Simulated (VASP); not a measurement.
# ReS2 in VASP: further runs, part 2 of 2

VASP 6.6.1. Earlier steps stand in the parts before.

## (3) Single point, LDA

File INCAR:

```
  PREC = Accurate
  ENCUT = 520
  EDIFF = 1E-6
  ISMEAR = 0
  SIGMA = 0.01
  LREAL = Auto
  LASPH = T
  NELM = 100
  ALGO = Normal
  ISIF = 2
  LWAVE = F
  LCHARG = F
  GGA = CA
  NBANDS = 94
```

File KPOINTS:

```
Automatic mesh
0
Gamma
  4 4 1
```

File POSCAR:

```
ReS2
1.0
    6.2972549174     -0.0070654847      0.0000000000
    3.0861432415      5.6045564456      0.0000000000
    0.0000000000      0.0000000000     23.0000000000
Re S
8 16
Direct
    0.0931258085      0.2620673088      0.3667303895
    0.2158450355      0.6363734836      0.3713807741
    0.6664648177      0.2350117718      0.3684430677
    0.6425034337      0.6637375130      0.3696195954
    0.9890170175      0.9954268965      0.6286193020
    1.1117362720      1.3697331698      0.6332695802
    1.5623586104      0.9680630472      0.6303803826
    1.5383972162      1.3967888253      0.6315568890
    0.8383393928      0.8533405160      0.3180476986
    0.2994266546      0.8847708162      0.3108254398
    0.0093764567      1.0135442823      0.4271483704
   -0.0297977459      0.5547932749      0.4368316879
    0.4707098172      1.0454922505      0.4198707105
    0.7992521269      0.3910940999      0.2936720979
    0.5093786907      0.5084636040      0.4445135562
    0.3387286229      0.3438765739      0.3013832290
    1.7341522307      1.5863082132      0.5801292136
    1.1954855424      1.6182562595      0.5728516284
    0.9054350844      1.7470295218      0.6891746140
    0.8661334258      1.2879242724      0.6986167602
    1.3665225771      1.7784599640      0.6819522561
    1.6954833904      1.1233368731      0.5554865091
    1.4056098502      1.2407064242      0.7063279217
    1.2346595220      1.0770072942      0.5631683258
```

Potentials or basis: VASP PAW LDA potentials, release 64 (Re, S).

The run is started by

```console
> cat potpaw_LDA.64/Re/POTCAR potpaw_LDA.64/S/POTCAR > POTCAR
> mpirun -np 1 vasp_std > vasp.out
```

Wall time 61 min (1 thread of Oxide Virtual Turin-like, shared host); peak memory 0.8 GiB.

The run converged. Its results:

```
Free energy            : -200.0581 eV
Largest force          : 0.166 eV/Å
Band gap on the k mesh : 1.36 eV
```

Forces on the atoms (eV/Å):
```
Re   0.024 -0.021 -0.015
Re  -0.020  0.022  0.016
Re  -0.013 -0.042 -0.007
Re   0.020  0.047  0.010
Re   0.020 -0.022 -0.016
Re  -0.024  0.021  0.015
Re  -0.020 -0.047 -0.010
Re   0.013  0.042  0.007
S    0.007  0.009 -0.070
S   -0.004  0.045 -0.090
S    0.009 -0.047  0.090
S    0.004  0.035  0.127
S   -0.003 -0.008  0.069
S    0.001  0.000 -0.166
S    0.002 -0.002  0.165
S   -0.003 -0.034 -0.130
S    0.003  0.008 -0.069
S   -0.009  0.047 -0.090
S    0.004 -0.045  0.090
S    0.003  0.034  0.130
S   -0.007 -0.009  0.070
S   -0.002  0.002 -0.165
S   -0.001  0.000  0.166
S   -0.004 -0.035 -0.127
```

Levels at points of the mesh, in eV from the valence-band top:
```tsv
k point	band 73	band 74	band 75	band 76	band 77	band 78	band 79	band 80
(0.00, 0.00, 0.00)	-0.38	-0.25	-0.16	0.00	1.36	1.45	1.96	2.04
(0.50, 0.00, 0.00)	-0.50	-0.49	-0.41	-0.39	1.63	1.66	1.94	1.96
(0.00, 0.50, 0.00)	-0.42	-0.36	-0.19	-0.19	1.60	1.67	1.83	1.95
(0.50, 0.50, 0.00)	-0.52	-0.51	-0.47	-0.39	1.61	1.71	1.77	1.84
```

Caveat: spin-orbit coupling is left out, which moves the levels of the heavy elements.

## (4) Single point, LDA

This run uses another cell than the first one.

File INCAR:

```
PREC     = Accurate       # precision mode
ENCUT    = 520            # plane-wave cutoff, eV
EDIFF    = 1E-7           # SCF threshold, eV
ISMEAR   = 0              # smearing method
SIGMA    = 0.01           # smearing width, eV
LREAL    = Auto         
LASPH    = T              # aspherical terms in the spheres
NELM     = 60             # most SCF steps
ALGO     = Normal         # electronic algorithm
ISIF     = 2              # what is computed and relaxed
LWAVE    = F              # write WAVECAR
LCHARG   = F              # write CHGCAR
NBANDS   = 94             # bands
```

File KPOINTS:

```
regular mesh
0
Gamma
  4 4 1
```

File POSCAR:

```
ReS2
1.0
    6.3355089393      0.0000000000      0.0000000000
    3.1112149501      5.6366336777      0.0000000000
    0.0000000000      0.0000000000     23.0000000000
Re S
8 16
Direct
    0.1217509518      0.2112687337      0.3653067994
    0.2450136531      0.5872257259      0.3694618331
    0.6948876457      0.1860222256      0.3668415341
    0.6718826780      0.6124710129      0.3679249952
    0.9550842851      1.0446020670      0.6305241907
    1.0783469864      1.4205590592      0.6346792244
    1.5282209790      1.0193555589      0.6320589254
    1.5052160113      1.4458043462      0.6331423865
    0.8663834063      0.8035865928      0.3158850369
    0.3307780708      0.8320972237      0.3087007631
    0.0360291291      0.9663328396      0.4260844165
    0.0008929480      0.5029257807      0.4351155771
    0.5003993430      0.9948860370      0.4188878189
    0.8301116125      0.3387288555      0.2918739789
    0.5366324604      0.4597124372      0.4429240769
    0.3658437923      0.2955096511      0.2996888219
    1.6997167396      1.6369199261      0.5811024282
    1.1641114041      1.6654305570      0.5739181545
    0.8693624624      1.7996661729      0.6913018078
    0.8342262813      1.3362591140      0.7003329684
    1.3337326763      1.8282193703      0.6841052102
    1.6634449458      1.1720621888      0.5570913702
    1.3699657937      1.2930457705      0.7081414682
    1.1991771256      1.1288429844      0.5649062132
```

Potentials or basis: VASP PAW LDA potentials, release 64 (Re, S).

The run is started by

```console
> cat potpaw_LDA.64/Re/POTCAR potpaw_LDA.64/S/POTCAR > POTCAR
> mpirun -np 1 vasp_std > vasp.out
```

OUTCAR:

```text
PREC = Accurate
   ENCUT = 520
   EDIFF = 1E-7
   ISMEAR = 0
   LREAL = Auto
   LASPH = T
   NELM = 60
   ISIF = 2

 ion  position               nearest neighbor table
   1  0.122  0.211  0.365-  12 2.30  14 2.34  11 2.36  16 2.40  13 2.45  10 2.51   4 2.77   3 2.79
                             2 2.88
   2  0.245  0.587  0.369-  16 2.30  15 2.34  10 2.36  12 2.40   9 2.45  11 2.51   3 2.77   4 2.79
                             1 2.88
   3  0.695  0.186  0.367-  15 2.34  14 2.34  11 2.36  16 2.41  13 2.44   9 2.46   4 2.68   2 2.77
                             1 2.79
   4  0.672  0.612  0.368-  14 2.34  15 2.34  10 2.36  12 2.41   9 2.44  13 2.46   3 2.68   1 2.77
                             2 2.79
[... 1166 lines left out ...]
  external PRESSURE =      -7.8346719 kB  Pullay stress =       0.0000000 kB

 VOLUME and BASIS-vectors are now :
 -----------------------------------------------------------------------------
  energy-cutoff  :      520.00
  volume of cell :      821.35
      direct lattice vectors                 reciprocal lattice vectors
     6.335508939  0.000000000  0.000000000     0.157840516 -0.087122173  0.000000000
     3.111214950  5.636633678  0.000000000     0.000000000  0.177410855  0.000000000
     0.000000000  0.000000000 23.000000000     0.000000000  0.000000000  0.043478261

 POSITION                                       TOTAL-FORCE (eV/Angst)
 -----------------------------------------------------------------------------------
      1.42866      1.19084      8.40206         0.138068     -0.021650     -0.111139
      3.37927      3.30998      8.49762        -0.138028      0.004359      0.101429
      4.98122      1.04854      8.43736        -0.105592     -0.132739     -0.006184
      6.16225      3.45227      8.46227         0.085842      0.121955      0.008564
      6.18971      0.25141     14.50206         0.141121     -0.011675     -0.081808
      1.80482      2.37054     14.59762        -0.140428      0.017622      0.127359
[... 16 lines left out ...]
      3.25565      1.65179     16.28725         0.049079     -0.046878     -0.077425
      1.66275      0.72624     12.99284         0.034370     -0.112513      0.005659
 -----------------------------------------------------------------------------------
    total drift:                                0.005838      0.005302     -0.003482

  FREE ENERGIE OF THE ION-ELECTRON SYSTEM (eV)
  ---------------------------------------------------
  free  energy   TOTEN  =      -199.9826209397 eV

  energy  without entropy=     -199.9826209397  energy(sigma->0) =     -199.98262094
```

It took 76 min on 1 thread of Oxide Virtual Turin-like, shared host; peak memory 0.81 GiB.

What came out:

```yaml
Free_energy: -199.9826 eV
Largest_force: 0.240 eV/Å
Band_gap_on_the_k_mesh: 1.34 eV
```

Forces on the atoms (eV/Å):
```
Re   0.138 -0.022 -0.111
Re  -0.138  0.004  0.101
Re  -0.106 -0.133 -0.006
Re   0.086  0.122  0.009
Re   0.141 -0.012 -0.082
Re  -0.140  0.018  0.127
Re  -0.090 -0.130  0.008
Re   0.105  0.129  0.027
S    0.027  0.011  0.199
S   -0.040  0.167  0.135
S    0.030 -0.163 -0.107
S   -0.032  0.115 -0.020
S   -0.019 -0.003 -0.175
S   -0.045  0.051  0.062
S    0.069  0.146 -0.177
S    0.030 -0.103  0.070
S    0.018  0.004  0.172
S   -0.033  0.169  0.101
S    0.037 -0.161 -0.141
S   -0.026  0.103 -0.084
S   -0.029 -0.011 -0.199
S   -0.066 -0.143  0.162
S    0.049 -0.047 -0.077
S    0.034 -0.113  0.006
```

Caveat: spin-orbit coupling is left out, which moves the levels of the heavy elements.

## (5) Single point, LDA

File INCAR:

```
SYSTEM = ReS2
ALGO = Normal
EDIFF = 1E-7
ENCUT = 520
GGA = CA
ISIF = 2
ISMEAR = 0
LASPH = .TRUE.
LCHARG = .TRUE.
LELF = .TRUE.
LREAL = Auto
LVHAR = .TRUE.
LWAVE = .FALSE.
NBANDS = 94
NELM = 60
PREC = Accurate
SIGMA = 0.01
```

File KPOINTS:

```
k-points
0
G
  4 4 1
  0 0 0
```

File POSCAR:

```
ReS2
1.0
    6.2972549174     -0.0070654847      0.0000000000
    3.0861432415      5.6045564456      0.0000000000
    0.0000000000      0.0000000000     23.0000000000
Re S
8 16
Direct
    0.0931258085      0.2620673088      0.3667303895
    0.2158450355      0.6363734836      0.3713807741
    0.6664648177      0.2350117718      0.3684430677
    0.6425034337      0.6637375130      0.3696195954
    0.9842559785      0.9954208944      0.6299236498
    1.1069752329      1.3697271677      0.6345739281
    1.5575975713      0.9680570451      0.6316847305
    1.5336361772      1.3967828233      0.6328612368
    0.8383393928      0.8533405160      0.3180476986
    0.2994266546      0.8847708162      0.3108254398
    0.0093764567      1.0135442823      0.4271483704
   -0.0297977459      0.5547932749      0.4368316879
    0.4707098172      1.0454922505      0.4198707105
    0.7992521269      0.3910940999      0.2936720979
    0.5093786907      0.5084636040      0.4445135562
    0.3387286229      0.3438765739      0.3013832290
    1.7293911916      1.5863022111      0.5814335615
    1.1907245034      1.6182502574      0.5741559762
    0.9006740453      1.7470235197      0.6904789618
    0.8613723867      1.2879182703      0.6999211080
    1.3617615381      1.7784539619      0.6832566039
    1.6907223514      1.1233308710      0.5567908570
    1.4008488112      1.2407004221      0.7076322696
    1.2298984829      1.0770012921      0.5644726736
```

The run is started by

```console
> cat potpaw_LDA.64/Re/POTCAR potpaw_LDA.64/S/POTCAR > POTCAR
> mpirun -np 1 vasp_std > vasp.out
```

Wall time 1.7 h (1 thread of AMD EPYC 9755, shared host); peak memory 0.78 GiB.

Results (log left out):

- Free energy: -200.0578 eV
- Largest force: 0.174 eV/Å
- Band gap on the k mesh: 1.37 eV

Forces in eV/Å, atoms in the order of the input:
```
Re   0.021 -0.020 -0.016
Re  -0.019  0.024  0.018
Re  -0.012 -0.042 -0.008
Re   0.016  0.047  0.012
Re   0.019 -0.024 -0.018
Re  -0.021  0.020  0.016
Re  -0.016 -0.047 -0.012
Re   0.012  0.042  0.008
S    0.006  0.010 -0.069
S   -0.004  0.047 -0.090
S    0.006 -0.046  0.101
S    0.001  0.033  0.133
S   -0.006 -0.010  0.078
S    0.001 -0.001 -0.167
S   -0.001 -0.004  0.174
S   -0.003 -0.035 -0.130
S    0.006  0.010 -0.078
S   -0.006  0.046 -0.101
S    0.004 -0.047  0.090
S    0.003  0.035  0.130
S   -0.006 -0.010  0.069
S    0.001  0.004 -0.174
S   -0.001  0.001  0.167
S   -0.001 -0.033 -0.133
```

Levels at points of the mesh, in eV from the valence-band top:
```
           k point  band 73  band 74  band 75  band 76  band 77  band 78  band 79  band 80
(0.00, 0.00, 0.00)    -0.37    -0.24    -0.15     0.00     1.37     1.46     1.97     2.05
(0.50, 0.00, 0.00)    -0.49    -0.47    -0.41    -0.38     1.64     1.66     1.96     1.97
(0.00, 0.50, 0.00)    -0.41    -0.35    -0.18    -0.18     1.62     1.68     1.84     1.96
(0.50, 0.50, 0.00)    -0.50    -0.50    -0.46    -0.38     1.62     1.72     1.78     1.85
```

Caveat: spin-orbit coupling is left out, which moves the levels of the heavy elements.

## (6) Overview

| cell | gap on the mesh (eV) | largest force (eV/Å) |
| --- | --- | --- |
| a = 6.297, b = 6.398, c = 23.000 Å, angles 90.0, 90.0, 61.2°, 24 atoms, atomic positions A | 1.36 | 0.17 |
| a = 6.297, b = 6.398, c = 23.000 Å, angles 90.0, 90.0, 61.2°, 24 atoms, atomic positions B | 1.36 | 0.17 |
| a = 6.336, b = 6.438, c = 23.000 Å, angles 90.0, 90.0, 61.1°, 24 atoms, atomic positions C | 1.34 | 0.24 |
| a = 6.297, b = 6.398, c = 23.000 Å, angles 90.0, 90.0, 61.2°, 24 atoms, atomic positions D | 1.37 | 0.17 |

Alike in all rows: task single point; level LDA; potentials or basis VASP PAW LDA potentials, release 64 (Re, S); no spin polarisation; k mesh 4 × 4 × 1; cutoff (eV) 520; smearing gaussian 0.01 eV.

Caveats: spin-orbit coupling is left out, which moves the levels of the heavy elements.

Total energies depend on the potentials used, so only differences within one code and one set of settings carry meaning.
